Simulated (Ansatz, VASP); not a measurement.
One calculation of TiO2, two programs

```
CELL_PARAMETERS angstrom
-3.79922 0.00000 0.00000
0.00000 -3.79922 0.00000
-0.31648 0.31648 9.69690
ATOMIC_POSITIONS crystal
Ti 0.94794 0.05206 0.62500
Ti 0.48959 0.51041 0.12500
Ti 0.46876 0.03124 0.37500
Ti 0.92711 0.57289 0.87500
O 0.93074 0.06926 0.83151
O 0.47239 0.52761 0.33151
O 0.45156 0.04844 0.58151
O 0.99321 0.50679 0.08151
O 0.48596 0.01404 0.16849
O 0.94431 0.55569 0.66849
O 0.96514 0.03486 0.41849
O 0.42349 0.57651 0.91849
```

Alike in both runs: task single point; functional PBE; k mesh 7 × 7 × 3; occupations gaussian, width 0.05 eV; no spin polarisation.

|  | VASP | Ansatz |
| --- | --- | --- |
| version | VASP 6.6.1 | Ansatz 0.2.0 |
| potentials or method | VASP PAW PBE potentials, release 64 (Ti_sv, O), cutoff 520 eV | scalar-relativistic, plane waves, PAW |
| valence electrons in the cell | 96 | 96 |

```csv
,VASP,Ansatz,Ansatz less VASP
gap on the k mesh at the Fermi level (eV),2.03,2.05,+0.022
least direct gap on the mesh (eV),2.11,2.12,+0.019
pressure (GPa),0.4,-0.3,-0.66
"traceless stress, the component that is largest in VASP (GPa)",5.38,5.41,+0.029
rms of the force components (eV/Å),0.579,0.582,+0.0028
```

Atom by atom the forces differ by 0.008 eV/Å (rms over components). With one functional, cell and mesh, what is left measures potentials, basis and numerics.
